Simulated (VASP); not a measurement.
# RuPt3 (P6_3/mcm) in VASP: single point with PBE

Aim: the single point of RuPt3 with PBE.

Program: VASP 6.6.1. These are calculated values, not measurements. Logs are shortened: lines on timing, memory, paths and dates and some standing lists are left out, and cuts for length are marked.

## Step 1: The cell of the first run

It takes space group P6_3/mcm (No. 193, hexagonal). Conventional cell: a = 6.104 Å, b = 6.104 Å, c = 5.097 Å, α = 90.00°, β = 90.00°, γ = 120.00°. Within 2.6 Å of Ru (site symmetry -3m) lie 6 Pt at 1.97 Å and 2 Ru at 2.55 Å. Within 2.6 Å of Pt (site symmetry m2m) lie 2 Ru at 1.97 Å and 2 Pt at 2.59 Å.

The cell was generated, and may not be a known phase.

## Step 2: Single point, PBE

Input file INCAR:

```
ALGO     = Normal         # electronic algorithm
EDIFF    = 1E-7           # SCF threshold, eV
ENCUT    = 520            # plane-wave cutoff, eV
GGA      = PE             # functional
ISIF     = 2              # what is computed and relaxed
ISMEAR   = 0              # smearing method
LASPH    = True           # aspherical terms in the spheres
LCHARG   = False          # write CHGCAR
LREAL    = False          # projectors in reciprocal space
LWAVE    = False          # write WAVECAR
NBANDS   = 54             # bands
NELM     = 60             # most SCF steps
PREC     = Accurate       # precision mode
SIGMA    = 0.1            # smearing width, eV
```

Input file KPOINTS:

```
k-points
0
Gamma
  3 3 4
```

Input file POSCAR:

```
RuPt3
1.0
    6.1037655100      0.0000000000      0.0000000000
   -3.0518827600      5.2860159900      0.0000000000
    0.0000000000      0.0000000000      5.0973913500
Ru Pt
2 6
Direct
    0.0000000000      0.0000000000      0.5000000000
    0.0000000000      0.0000000000      0.0000000000
    0.0000000000      0.2451453500      0.2500000000
    0.7548546500      0.0000000000      0.7500000000
    0.2451453500      0.2451453500      0.7500000000
    0.7548546500      0.7548546500      0.2500000000
    0.0000000000      0.7548546500      0.7500000000
    0.2451453500      0.0000000000      0.2500000000
```

Potentials or basis: VASP PAW PBE potentials, release 64 (Ru_pv, Pt).

Launch:

```sh
$ cat potpaw_PBE.64/Ru_pv/POTCAR potpaw_PBE.64/Pt/POTCAR > POTCAR
$ mpirun -np 1 vasp_std > vasp.out
```

OUTCAR:

```text
EDIFF = 1E-7
   ENCUT = 520
   GGA = PE
   ISIF = 2
   ISMEAR = 0
   LASPH = True
   LREAL = False
   NELM = 60
   PREC = Accurate

 ion  position               nearest neighbor table
   1  0.000  0.000  0.500-   5 1.97   6 1.97   4 1.97   8 1.97   7 1.97   3 1.97   2 2.55   2 2.55

   2  0.000  0.000  0.000-   5 1.97   6 1.97   4 1.97   8 1.97   7 1.97   3 1.97   1 2.55   1 2.55

   3  0.000  0.245  0.250-   1 1.97   2 1.97   6 2.59   8 2.59   4 2.96   4 2.96   5 2.96   5 2.96

   4  0.755  0.000  0.750-   1 1.97   2 1.97   5 2.59   7 2.59   3 2.96   3 2.96   6 2.96   6 2.96

   5  0.245  0.245  0.750-   1 1.97   2 1.97   4 2.59   7 2.59   3 2.96   3 2.96   8 2.96   8 2.96

   6  0.755  0.755  0.250-   1 1.97   2 1.97   8 2.59   3 2.59   7 2.96   7 2.96   4 2.96   4 2.96

   7  0.000  0.755  0.750-   1 1.97   2 1.97   5 2.59   4 2.59   8 2.96   8 2.96   6 2.96   6 2.96

   8  0.245  0.000  0.250-   1 1.97   2 1.97   6 2.59   3 2.59   7 2.96   7 2.96   5 2.96   5 2.96

  LATTYP: Found a hexagonal cell.
 ALAT       =     6.1037655100
 C/A-ratio  =     0.8351224079

  Lattice vectors:

 A1 = (   6.1037655100,   0.0000000000,   0.0000000000)
 A2 = (  -3.0518827600,   5.2860159900,   0.0000000000)
 A3 = (   0.0000000000,   0.0000000000,   5.0973913500)

Analysis of symmetry for initial positions (statically):
=====================================================================
 Subroutine PRICEL returns:
 Original cell was already a primitive cell.

 Routine SETGRP: Setting up the symmetry group for a
 hexagonal supercell.

 Subroutine GETGRP returns: Found 24 space group operations
 (whereof 12 operations were pure point group operations)
 out of a pool of 24 trial point group operations.

The static configuration has the point symmetry D_3d.
 The point group associated with its full space group is D_6h.

Analysis of symmetry for dynamics (positions and initial velocities):
=====================================================================
 Subroutine PRICEL returns:
 Original cell was already a primitive cell.

 Routine SETGRP: Setting up the symmetry group for a
 hexagonal supercell.

 Subroutine GETGRP returns: Found 24 space group operations
 (whereof 12 operations were pure point group operations)
 out of a pool of 24 trial point group operations.

The dynamic configuration has the point symmetry D_3d.
 The point group associated with its full space group is D_6h.

 Subroutine INISYM returns: Found 24 space group operations
 (whereof 12 operations are pure point group operations),
 and found     1 'primitive' translations

----------------------------------------------------------------------------------------

                                     Primitive cell

  volume of cell :     164.4653

  direct lattice vectors                    reciprocal lattice vectors
     6.103765510  0.000000000  0.000000000     0.163833292  0.094589196  0.000000000
    -3.051882760  5.286015990  0.000000000     0.000000000  0.189178391  0.000000000
     0.000000000  0.000000000  5.097391350     0.000000000  0.000000000  0.196178777

  length of vectors
     6.103765510  6.103765512  5.097391350     0.189178391  0.189178391  0.196178777

  position of ions in fractional coordinates (direct lattice)
     0.000000000  0.000000000  0.500000000
     0.000000000  0.000000000  0.000000000
     0.000000000  0.245145350  0.250000000
     0.754854650  0.000000000  0.750000000
     0.245145350  0.245145350  0.750000000
     0.754854650  0.754854650  0.250000000
     0.000000000  0.754854650  0.750000000
     0.245145350  0.000000000  0.250000000

  ion indices of the primitive-cell ions
   primitive index   ion index
                 1           1
                 2           2
                 3           3
                 4           4
                 5           5
                 6           6
                 7           7
                 8           8

----------------------------------------------------------------------------------------

 KPOINTS: k-points

Automatic generation of k-mesh.
 Grid dimensions read from file:
 generate k-points for:    3    3    4

 Generating k-lattice:

  Cartesian coordinates                     Fractional coordinates (reciprocal lattice)
     0.054611097  0.031529732  0.000000000     0.333333333  0.000000000  0.000000000
     0.000000000  0.063059464  0.000000000     0.000000000  0.333333333  0.000000000
     0.000000000  0.000000000  0.049044694     0.000000000  0.000000000  0.250000000

  Length of vectors
     0.063059464  0.063059464  0.049044694

  Shift w.r.t. Gamma in fractional coordinates (k-lattice)
     0.000000000  0.000000000  0.000000000

 Subroutine IBZKPT returns following result:
 ===========================================

 Found      9 irreducible k-points:

 Following reciprocal coordinates:
            Coordinates               Weight
  0.000000  0.000000  0.000000      1.000000
  0.333333 -0.000000  0.000000      6.000000
  0.333333  0.333333  0.000000      2.000000
  0.000000  0.000000  0.250000      2.000000
  0.333333 -0.000000  0.250000     12.000000
  0.333333  0.333333  0.250000      4.000000
  0.000000  0.000000  0.500000      1.000000
  0.333333 -0.000000  0.500000      6.000000
  0.333333  0.333333  0.500000      2.000000
   k-points           NKPTS =      9   k-points in BZ     NKDIM =      9   number of bands    NBANDS=     54
   number of dos      NEDOS =    301   number of ions     NIONS =      8
   total plane-waves  NPLWV =  92160
   dimension x,y,z NGX =    48 NGY =   48 NGZ =   40
   dimension x,y,z NGXF=    96 NGYF=   96 NGZF=   80
   ions per type =               2   6
   NGX,Y,Z   is equivalent  to a cutoff of  13.07, 13.07, 13.05 a.u.
   NGXF,Y,Z  is equivalent  to a cutoff of  26.15, 26.15, 26.09 a.u.
 SYSTEM =  unknown system
   PREC   = accura    normal or accurate (medium, high low for compatibility)
   ISTART =      0    job   : 0-new  1-cont  2-samecut
   ICHARG =      2    charge: 1-file 2-atom 10-const
   ISPIN  =      1    spin polarized calculation?
   LNONCOLLINEAR =      F non collinear calculations
   LSORBIT =      F    spin-orbit coupling
   LASPH  =      T    aspherical Exc in radial PAW
   ENCUT  =  520.0 eV  38.22 Ry    6.18 a.u.  11.35 11.35  9.48*2*pi/ulx,y,z
   NELM   =     60;   NELMIN=  2; NELMDL= -5     # of ELM steps
   EDIFF  = 0.1E-06   stopping-criterion for ELM
   LREAL  =      F    real-space projection
   EDIFFG = 0.1E-05   stopping-criterion for IOM
   NSW    =      0    number of steps for IOM
   IBRION =     -1    ionic relax: 0-MD 1-quasi-New 2-CG
   NFREE  =      0    steps in history (QN), initial steepest desc. (CG)
   ISIF   =      2    stress and relaxation
   ISYM   =      2    0-nonsym 1-usesym 2-fastsym
   POTIM  = 0.5000    time-step for ionic-motion
   TEBEG  =    0.0;   TEEND  =   0.0 temperature during run
   PSTRESS=    0.0 pullay stress
   NELECT =      88.0000    total number of electrons
   NUPDOWN=      -1.0000    fix difference up-down
   EMIN   =  10.00;   EMAX   =-10.00  energy-range for DOS
   EFERMI =   0.00;   METHOD = LEGACY
   ISMEAR =     0;   SIGMA  =   0.10  broadening in eV -4-tet -1-fermi 0-gaus
   EFERMI_NEDOS =   21; number of points for ismear=-14 and -15
   IALGO  =     38    algorithm
   IMIX   =      4    mixing-type and parameters
     AMIX     =   0.40;   BMIX     =  1.00
     AMIX_MAG =   1.60;   BMIX_MAG =  1.00
  volume/ion in A,a.u.               =      20.56       138.73
  Fermi-wavevector in a.u.,A,eV,Ry     =   1.329059  2.511558 24.033305  1.766398
  Thomas-Fermi vector in A             =   2.458250
   LORBIT       =      0    0 simple, 1 ext, 2 COOP (PROOUT), +10 PAW based schemes
   GGA     = PE    functional components
   LHFCALC =     F    Hartree Fock is set to
   AEXX    =    0.0000 exact exchange contribution
   IVDW    =     0    specifies the selected vdW correction
   LEPSILON=     F    determine dielectric tensor
   LRPA    =     F    only Hartree local field effects (RPA)
 non-spin polarized calculation
 Gauss-broadening in eV      SIGMA  =   0.10
  energy-cutoff  :      520.00
  volume of cell :      164.47
 maximum number of plane-waves:      4459
 NGX is ok and might be reduce to    48
   NGX = 23   NGY = 23   NGZ = 19

 number of electron      88.0000005 magnetization

 Free energy of the ion-electron system (eV)
  ---------------------------------------------------
  ext. energy  EPLUGINS =         0.00000000
  ---------------------------------------------------
  free energy    TOTEN  =         5.01140037 eV

  energy without entropy =        5.07396647  energy(sigma->0) =        5.04268342

 E-fermi :   7.7170     XC(G=0): -10.7149

 val. band max:        7.6858513570   @ k =   0.0000   0.0000   0.2500
 cond. band min:       7.7474699421   @ k =   0.3333  -0.0000   0.2500
 fundamental gap:      0.0616185851
 Fermi energy:         7.7169662571

 k-point     1 :       0.0000    0.0000    0.0000
  band No.  band energies     occupation
      1     -39.7374      2.00000
      2     -39.0618      2.00000
      3     -38.6556      2.00000
      4     -38.6556      2.00000
      5     -38.6407      2.00000
      6     -38.6407      2.00000
[... 46 lines left out ...]
     53      10.3039      0.00000
     54      10.3039      0.00000

 k-point     2 :       0.3333   -0.0000    0.0000
  band No.  band energies     occupation
      1     -39.7374      2.00000
      2     -39.0618      2.00000
      3     -38.6557      2.00000
      4     -38.6556      2.00000
      5     -38.6407      2.00000
      6     -38.6407      2.00000
[... 46 lines left out ...]
     53      11.4065      0.00000
     54      12.4798      0.00000

 k-point     3 :       0.3333    0.3333    0.0000
  band No.  band energies     occupation
      1     -39.7374      2.00000
      2     -39.0618      2.00000
      3     -38.6557      2.00000
      4     -38.6557      2.00000
      5     -38.6407      2.00000
      6     -38.6407      2.00000
[... 46 lines left out ...]
     53      11.4609      0.00000
     54      11.8934      0.00000

 k-point     4 :       0.0000    0.0000    0.2500
  band No.  band energies     occupation
      1     -39.6423      2.00000
      2     -39.1648      2.00000
      3     -38.6535      2.00000
      4     -38.6535      2.00000
      5     -38.6429      2.00000
      6     -38.6429      2.00000
[... 46 lines left out ...]
     53      10.0519      0.00000
     54      12.1000      0.00000

 k-point     5 :       0.3333   -0.0000    0.2500
  band No.  band energies     occupation
      1     -39.6423      2.00000
      2     -39.1648      2.00000
      3     -38.6535      2.00000
      4     -38.6535      2.00000
      5     -38.6429      2.00000
      6     -38.6429      2.00000
[... 46 lines left out ...]
     53      11.4604      0.00000
     54      11.7876      0.00000

 k-point     6 :       0.3333    0.3333    0.2500
  band No.  band energies     occupation
      1     -39.6423      2.00000
      2     -39.1647      2.00000
      3     -38.6535      2.00000
      4     -38.6535      2.00000
      5     -38.6429      2.00000
      6     -38.6429      2.00000
[... 46 lines left out ...]
     53      11.6797      0.00000
     54      11.8583      0.00000

 k-point     7 :       0.0000    0.0000    0.5000
  band No.  band energies     occupation
      1     -39.4075      2.00000
      2     -39.4075      2.00000
      3     -38.6482      2.00000
      4     -38.6482      2.00000
      5     -38.6482      2.00000
      6     -38.6482      2.00000
[... 46 lines left out ...]
     53      10.7114      0.00000
     54      10.7114      0.00000

 k-point     8 :       0.3333   -0.0000    0.5000
  band No.  band energies     occupation
      1     -39.4074      2.00000
      2     -39.4074      2.00000
      3     -38.6482      2.00000
      4     -38.6482      2.00000
      5     -38.6482      2.00000
      6     -38.6482      2.00000
[... 46 lines left out ...]
     53      10.5506      0.00000
     54      10.5506      0.00000

 k-point     9 :       0.3333    0.3333    0.5000
  band No.  band energies     occupation
      1     -39.4074      2.00000
      2     -39.4074      2.00000
      3     -38.6482      2.00000
      4     -38.6482      2.00000
      5     -38.6482      2.00000
      6     -38.6482      2.00000
[... 46 lines left out ...]
     53      12.5404      0.00000
     54      12.5404      0.00000

------------------------ aborting loop because EDIFF is reached ----------------------------------------

  FORCE on cell =-STRESS in cart. coord.  units (eV):
  Direction    XX          YY          ZZ          XY          YZ          ZX
  --------------------------------------------------------------------------------------
  -------------------------------------------------------------------------------------
  Total      152.8751812    152.8751811    216.9560252     -0.0000001     -0.0000000     -0.0000000
  in kB     1489.2694340   1489.2694338   2113.5280066     -0.0000014     -0.0000000     -0.0000000
  external PRESSURE =    1697.3556248 kB  Pullay stress =       0.0000000 kB

 VOLUME and BASIS-vectors are now :
 -----------------------------------------------------------------------------
  energy-cutoff  :      520.00
  volume of cell :      164.47
      direct lattice vectors                 reciprocal lattice vectors
     6.103765510  0.000000000  0.000000000     0.163833292  0.094589196  0.000000000
    -3.051882760  5.286015990  0.000000000     0.000000000  0.189178391  0.000000000
     0.000000000  0.000000000  5.097391350     0.000000000  0.000000000  0.196178777

 POSITION                                       TOTAL-FORCE (eV/Angst)
 -----------------------------------------------------------------------------------
      0.00000      0.00000      2.54870        -0.000000      0.000000     -0.000000
      0.00000      0.00000      0.00000         0.000000      0.000000     -0.000000
     -0.74815      1.29584      1.27435       -17.504073     30.317944      0.000000
      4.60746      0.00000      3.82304       -35.008146      0.000000      0.000000
      0.74815      1.29584      3.82304        17.504073     30.317944     -0.000000
      2.30373      3.99017      1.27435       -17.504073    -30.317944      0.000000
     -2.30373      3.99017      3.82304        17.504073    -30.317944      0.000000
      1.49631      0.00000      1.27435        35.008146      0.000000     -0.000000
 -----------------------------------------------------------------------------------
    total drift:                                0.000000     -0.000000      0.000000

  FREE ENERGIE OF THE ION-ELECTRON SYSTEM (eV)
  ---------------------------------------------------
  free  energy   TOTEN  =         5.0114003695 eV

  energy  without entropy=        5.0739664703  energy(sigma->0) =        5.04268342
```

It took 2.6 min on 1 thread of Intel Xeon 8259CL, shared host; peak memory 0.32 GiB.

Results:

| Quantity | Value |
| --- | --- |
| Free energy | 5.0114 eV |
| Pressure | 169.7 GPa |
| Largest force | 35.008 eV/Å |
| Band gap on the k mesh | zero (bands 44 and 45 overlap by 0.56 eV) |

Forces in eV/Å, atoms in the order of the input:
```
Ru    0.000   0.000   0.000
Ru    0.000   0.000   0.000
Pt  -17.504  30.318   0.000
Pt  -35.008   0.000   0.000
Pt   17.504  30.318   0.000
Pt  -17.504 -30.318   0.000
Pt   17.504 -30.318   0.000
Pt   35.008   0.000   0.000
```

Caveat: the k points lie up to 0.40 Å⁻¹ apart, too coarse for converged energies and pressures of a metal; atoms lie so close that the PAW spheres overlap strongly, which falsifies energies and pressures; spin-orbit coupling is left out, which moves the levels of the heavy elements; forces of over 1 eV/Å act on the atoms, so gaps and moduli don't describe the material at rest.

The gap in the log of VASP goes by the Fermi energy; the results here count the filled bands.